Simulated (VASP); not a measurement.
# SiC (Cm) in VASP: further runs, part 2 of 2

VASP 6.6.1.

## Step 4: Single point, PBE (the part above a cut slid along it)

INCAR reads:

```
ALGO = Normal ; EDIFF = 1E-6
ENCUT = 520 ; GGA = PE
ISIF = 2 ; ISMEAR = 0
LASPH = True ; LCHARG = False
LREAL = False ; LWAVE = False
NBANDS = 26 ; NELM = 100
PREC = Accurate ; SIGMA = 0.05
```

KPOINTS reads:

```
k-points
0
Gamma
  10 10 3
```

POSCAR reads:

```
SiC
1.0
   -3.0941201809      0.0000000000      0.0000000000
   -1.5470600905     -2.6795866790      0.0000000000
   -1.9339798191     -1.1165837691     10.1293391998
Si C
4 4
Direct
    0.4191284537      0.4191284537      0.5940441877
    0.2941451203      0.2941451203      0.0940441877
    0.8566137148      0.8566137148      0.3440995566
    0.6482637148      0.6482637148      0.8440995566
    0.4974833639      0.4974833639      0.4060074460
   -0.0441999694     -0.0441999694      0.9060074460
   -0.0652751423     -0.0652751423      0.1566478097
   -0.2736251423     -0.2736251423      0.6566478097
```

Potentials or basis: VASP PAW PBE potentials, release 64 (Si, C).

Run with:

```sh
$ cat potpaw_PBE.64/Si/POTCAR potpaw_PBE.64/C/POTCAR > POTCAR
$ mpirun -np 1 vasp_std > vasp.out
```

OUTCAR:

```text
EDIFF = 1E-6
   ENCUT = 520
   GGA = PE
   ISIF = 2
   ISMEAR = 0
   LASPH = True
   LREAL = False
   NELM = 100
   PREC = Accurate

 ion  position               nearest neighbor table
   1  0.419  0.419  0.594-   8 1.90   8 1.90   8 1.90   5 1.90   3 3.10   3 3.10   3 3.10   4 3.10
                             4 3.10   4 3.10
   2  0.294  0.294  0.094-   7 1.90   7 1.90   7 1.90   6 2.49   6 2.49   4 2.86   3 3.10   3 3.10
                             3 3.10
   3  0.857  0.857  0.344-   5 1.89   5 1.89   5 1.89   7 1.90   1 3.10   1 3.10   1 3.10   2 3.10
                             2 3.10   2 3.10
   4  0.648  0.648  0.844-   6 1.89   6 1.89   6 1.89   8 1.90   2 2.86   1 3.10   1 3.10   1 3.10

   5  0.497  0.497  0.406-   3 1.89   3 1.89   3 1.89   1 1.90
   6  0.956  0.956  0.906-   4 1.89   4 1.89   4 1.89   2 2.49   2 2.49
   7  0.935  0.935  0.157-   2 1.90   2 1.90   2 1.90   3 1.90
   8  0.726  0.726  0.657-   1 1.90   1 1.90   1 1.90   4 1.90

  LATTYP: Found a base centered monoclinic cell.
 ALAT       =     5.3591733581
 B/A-ratio  =     0.5773502692
 C/A-ratio  =     1.9354825394
 COS(beta)  =    -0.2152951481

  Lattice vectors:

[... 199 lines left out ...]
      1      -7.3267      2.00000
      2      -6.1879      2.00000
      3      -6.0403      2.00000
      4      -3.7815      2.00000
      5      -0.3688      2.00000
      6       3.6307      2.00000
[... 685 lines left out ...]
     25      16.4458      0.00000
     26      16.7340      0.00000

 [... further k-points ...]

------------------------ aborting loop because EDIFF is reached ----------------------------------------

  FORCE on cell =-STRESS in cart. coord.  units (eV):
  Direction    XX          YY          ZZ          XY          YZ          ZX
  --------------------------------------------------------------------------------------
  -------------------------------------------------------------------------------------
  Total       -1.9128020     -3.5943340      4.6633648      1.4562494     -2.1311367     -3.6912371
  in kB      -36.4917338    -68.5713837     88.9659604     27.7817918    -40.6570420    -70.4200652
  external PRESSURE =      -5.3657191 kB  Pullay stress =       0.0000000 kB

 VOLUME and BASIS-vectors are now :
 -----------------------------------------------------------------------------
  energy-cutoff  :      520.00
  volume of cell :       83.98
      direct lattice vectors                 reciprocal lattice vectors
    -3.094120181  0.000000000  0.000000000    -0.323193652  0.186595942 -0.041137925
    -1.547060091 -2.679586679  0.000000000     0.000000000 -0.373191884 -0.041137925
    -1.933979819 -1.116583769 10.129339200     0.000000000  0.000000000  0.098723123

 POSITION                                       TOTAL-FORCE (eV/Angst)
 -----------------------------------------------------------------------------------
     -3.09412     -1.78639      6.01728        -0.031088     -0.017949      0.158417
     -1.54706     -0.89320      0.95261        -0.334224     -0.192964     -0.401971
     -4.64118     -2.67959      3.48550        -0.272281     -0.157201      0.531507
     -4.64118     -2.67959      8.55017        -0.266515     -0.153872     -0.067763
     -3.09412     -1.78639      4.11259         0.019810      0.011437     -0.113872
     -6.18824     -3.57278      9.17726         1.361264      0.785926     -0.864642
     -4.64118     -2.67959      1.58674        -0.620366     -0.358169      1.045302
     -4.64118     -2.67959      6.65141         0.143400      0.082792     -0.286978
 -----------------------------------------------------------------------------------
    total drift:                                0.000337      0.000194     -0.000242

  FREE ENERGIE OF THE ION-ELECTRON SYSTEM (eV)
  ---------------------------------------------------
  free  energy   TOTEN  =       -57.6713453928 eV

  energy  without entropy=      -57.6713453928  energy(sigma->0) =      -57.67134539
```

OSZICAR:

```text
N       E                     dE             d eps       ncg     rms          rms(c)
DAV:   1     0.730263024379E+02    0.73026E+02   -0.14419E+04  4472   0.111E+03
DAV:   2    -0.579040958418E+02   -0.13093E+03   -0.12121E+03  5782   0.193E+02
DAV:   3    -0.649368195943E+02   -0.70327E+01   -0.69688E+01  6098   0.416E+01
DAV:   4    -0.650288573057E+02   -0.92038E-01   -0.91891E-01  5776   0.549E+00
DAV:   5    -0.650305138406E+02   -0.16565E-02   -0.16554E-02  6000   0.692E-01    0.171E+01
DAV:   6    -0.578034718976E+02    0.72270E+01   -0.19298E+01  5736   0.194E+01    0.751E+00
DAV:   7    -0.577063826519E+02    0.97089E-01   -0.19765E+00  6096   0.656E+00    0.335E+00
DAV:   8    -0.576745021695E+02    0.31880E-01   -0.12200E-01  5536   0.173E+00    0.116E+00
DAV:   9    -0.576708243655E+02    0.36778E-02   -0.15864E-02  5920   0.731E-01    0.216E-01
DAV:  10    -0.576711732793E+02   -0.34891E-03   -0.13849E-03  5790   0.214E-01    0.108E-01
DAV:  11    -0.576713289259E+02   -0.15565E-03   -0.18959E-04  5776   0.799E-02    0.340E-02
DAV:  12    -0.576713429808E+02   -0.14055E-04   -0.20075E-05  6102   0.322E-02    0.141E-02
DAV:  13    -0.576713452506E+02   -0.22698E-05   -0.76766E-06  5622   0.165E-02    0.594E-03
DAV:  14    -0.576713453928E+02   -0.14224E-06   -0.79257E-07  3072   0.546E-03
   1 F= -.57671345E+02 E0= -.57671345E+02  d E =-.106421E-11
```

Wall time 2.8 min (1 thread of Intel Xeon 8259CL, shared host); peak memory 0.28 GiB.

What came out:

| Property | Result |
| --- | --- |
| Free energy | -57.6713 eV |
| Pressure | -0.5 GPa |
| Largest force | 1.794 eV/Å |
| Band gap on the k mesh | 0.46 eV (least direct gap 1.00 eV) |

Forces in eV/Å, atoms in the order of the input:
```
Si  -0.031 -0.018  0.158
Si  -0.334 -0.193 -0.402
Si  -0.272 -0.157  0.532
Si  -0.267 -0.154 -0.068
C    0.020  0.011 -0.114
C    1.361  0.786 -0.865
C   -0.620 -0.358  1.045
C    0.143  0.083 -0.287
```

Levels at points of the mesh, in eV from the valence-band top:
```csv
k point,band 14,band 15,band 16,band 17,band 18,band 19
"(0.00, 0.00, 0.00)",-0.70,-0.64,-0.09,3.65,4.66,5.31
"(0.50, 0.00, 0.00)",-2.41,-2.04,-0.62,0.48,1.77,2.34
"(0.50, 0.50, 0.00)",-2.93,-1.75,-1.72,1.29,2.01,2.60
```

Caveat: the cell differs from its parent crystal (the part above a cut slid along it); the stress differs along the axes, from -7 to 9 GPa; semilocal functionals underestimate gaps, and a narrow one can read as zero; forces of over 1 eV/Å act on the atoms, so gaps and moduli don't describe the material at rest.

## Step 5: Single point, PBE (the part above a cut slid along it)

INCAR reads:

```
SYSTEM = SiC
PREC = Accurate
ENCUT = 520
EDIFF = 1E-7
ISMEAR = 0
SIGMA = 0.05
LREAL = .False.
LASPH = .True.
NELM = 80
ALGO = Normal
ISIF = 2
LWAVE = .False.
LCHARG = .False.
GGA = PE
NBANDS = 26
```

KPOINTS reads:

```
regular mesh
0
Gamma
  10 10 3
  0 0 0
```

POSCAR reads:

```
SiC
1.0
   -3.0941201809      0.0000000000      0.0000000000
   -1.5470600905     -2.6795866790      0.0000000000
   -2.7072004523     -1.5630029098     10.1293391998
Si C
4 4
Direct
    0.3201606920      0.3201606920      0.5940441877
    0.2784773586      0.2784773586      0.0940441877
    0.7992867286      0.7992867286      0.3440995566
    0.5076367286      0.5076367286      0.8440995566
    0.4298425234      0.4298425234      0.4060074460
   -0.1951408099     -0.1951408099      0.9060074460
   -0.0913726674     -0.0913726674      0.1566478097
   -0.3830226674     -0.3830226674      0.6566478097
```

Run with:

```sh
$ cat potpaw_PBE.64/Si/POTCAR potpaw_PBE.64/C/POTCAR > POTCAR
$ mpirun -np 1 vasp_std > vasp.out
```

Run time: 3.1 min. Hardware: 1 thread of Intel Xeon 8259CL, shared host; peak memory 0.29 GiB.

The run converged. Its results:

- Free energy: -58.3099 eV
- Pressure: -2.1 GPa
- Largest force: 0.744 eV/Å
- Band gap on the k mesh: 0.51 eV (least direct gap 1.34 eV)

Forces in eV/Å, atoms in the order of the input:
```
Si   0.004  0.002  0.094
Si   0.644  0.372 -0.016
Si  -0.126 -0.073  0.164
Si  -0.323 -0.187 -0.308
C    0.005  0.003 -0.051
C    0.174  0.100  0.157
C   -0.411 -0.237  0.170
C    0.033  0.019 -0.210
```

Stress tensor (GPa, compression positive):
```
-2.99  3.05 -0.48
 3.05 -6.51 -0.28
-0.48 -0.28  3.23
```

Levels at points of the mesh, in eV from the valence-band top:
```csv
k point,band 12,band 13,band 14,band 15,band 16,band 17,band 18,band 19,band 20,band 21
"(0.00, 0.00, 0.00)",-0.82,-0.73,-0.50,-0.32,-0.02,4.11,4.82,5.46,5.86,6.43
"(0.50, 0.00, 0.00)",-3.00,-2.78,-2.58,-1.58,-1.18,0.78,2.45,3.15,4.36,5.03
"(0.50, 0.50, 0.00)",-2.85,-2.72,-2.69,-2.03,-1.48,1.10,2.76,2.90,4.64,5.36
```

Caveat: the cell differs from its parent crystal (the part above a cut slid along it); the stress differs along the axes, from -7 to 3 GPa; semilocal functionals underestimate gaps, and a narrow one can read as zero.

## Step 6: Single point, PBE (the part above a cut slid along it)

INCAR reads:

```
  ALGO = Normal
  EDIFF = 1E-7
  ENCUT = 520
  GGA = PE
  ISIF = 2
  ISMEAR = 0
  LASPH = True
  LCHARG = False
  LREAL = False
  LWAVE = False
  NBANDS = 26
  NELM = 60
  PREC = Accurate
  SIGMA = 0.05
```

KPOINTS reads:

```
k-points
0
Gamma
  10 10 3
```

POSCAR reads:

```
SiC
1.0
   -3.0941201809      0.0000000000      0.0000000000
   -1.5470600905     -2.6795866790      0.0000000000
   -3.4808852035     -2.0096900092     10.1293391998
Si C
4 4
Direct
    0.2211335259      0.2211335259      0.5940441877
    0.2628001926      0.2628001926      0.0940441877
    0.7419253326      0.7419253325      0.3440995566
    0.3669253326      0.3669253326      0.8440995566
    0.3621610822      0.3621610822      0.4060074460
   -0.3461722512     -0.3461722512      0.9060074460
   -0.1174858573     -0.1174858573      0.1566478097
   -0.4924858573     -0.4924858573      0.6566478097
```

Potentials or basis: VASP PAW PBE potentials, release 64 (Si, C).

Run with:

```sh
$ cat potpaw_PBE.64/Si/POTCAR potpaw_PBE.64/C/POTCAR > POTCAR
$ mpirun -np 1 vasp_std > vasp.out
```

It took 3.1 min on 1 thread of Intel Xeon 8259CL, shared host; peak memory 0.29 GiB.

Results (log left out):

```
Free energy            : -58.4832 eV
Pressure               : -1.9 GPa
Largest force          : 1.502 eV/Å
Band gap on the k mesh : 0.36 eV (least direct gap 1.31 eV)
```

Forces on the atoms (eV/Å):
```
Si  -0.029 -0.017  0.094
Si  -1.301 -0.751 -0.014
Si   0.010  0.006  0.142
Si   0.239  0.138 -0.338
C    0.002  0.001 -0.052
C    0.745  0.430  0.276
C    0.262  0.151  0.104
C    0.072  0.042 -0.210
```

Stress tensor (GPa, compression positive):
```
-6.13 -3.29 -4.37
-3.29 -2.33 -2.52
-4.37 -2.52  2.72
```

Levels at points of the mesh, in eV from the valence-band top:
| k point | band 14 | band 15 | band 16 | band 17 | band 18 | band 19 |
| --- | --- | --- | --- | --- | --- | --- |
| (0.00, 0.00, 0.00) | -0.50 | -0.30 | 0.00 | 4.06 | 4.82 | 5.46 |
| (0.50, 0.00, 0.00) | -2.61 | -1.80 | -1.58 | 1.26 | 2.66 | 2.99 |
| (0.50, 0.50, 0.00) | -2.62 | -1.44 | -0.96 | 0.36 | 2.37 | 3.26 |

Caveat: the cell differs from its parent crystal (the part above a cut slid along it); the stress differs along the axes, from -6 to 3 GPa; semilocal functionals underestimate gaps, and a narrow one can read as zero; forces of over 1 eV/Å act on the atoms, so gaps and moduli don't describe the material at rest. A k mesh can miss the band edges.

## Step 7: Summary

```csv
cell,gap on the mesh (eV),pressure (GPa),largest force (eV/Å)
"a = 3.094, b = 3.094, c = 10.139 Å, angles 87.8, 87.8, 60.0°, 8 atoms",1.76,-0.4,1.22
"a = 3.094, b = 3.094, c = 10.218 Å, angles 83.5, 83.5, 60.0°, 8 atoms",0.63,-0.4,2.56
"a = 3.094, b = 3.094, c = 10.373 Å, angles 79.3, 79.3, 60.0°, 8 atoms",0.46,-0.5,1.79
"a = 3.094, b = 3.094, c = 10.601 Å, angles 75.2, 75.2, 60.0°, 8 atoms",0.51,-2.1,0.74
"a = 3.094, b = 3.094, c = 10.898 Å, angles 71.4, 71.4, 60.0°, 8 atoms",0.36,-1.9,1.50
```

Alike in all rows: task single point; level PBE; potentials or basis VASP PAW PBE potentials, release 64 (Si, C); no spin polarisation; k mesh 10 × 10 × 3; cutoff (eV) 520; smearing gaussian 0.05 eV.

Caveats: forces of over 1 eV/Å act on the atoms, so gaps and moduli don't describe the material at rest (at least some runs); semilocal functionals underestimate gaps, and a narrow one can read as zero (at least some runs); the stress differs along the axes, from -5 to 8 GPa (at least some runs); the stress differs along the axes, from -7 to 9 GPa (at least some runs); the stress differs along the axes, from -7 to 3 GPa (at least some runs); the stress differs along the axes, from -6 to 3 GPa (at least some runs).

Absolute energies hang on the potentials; compare differences alone.
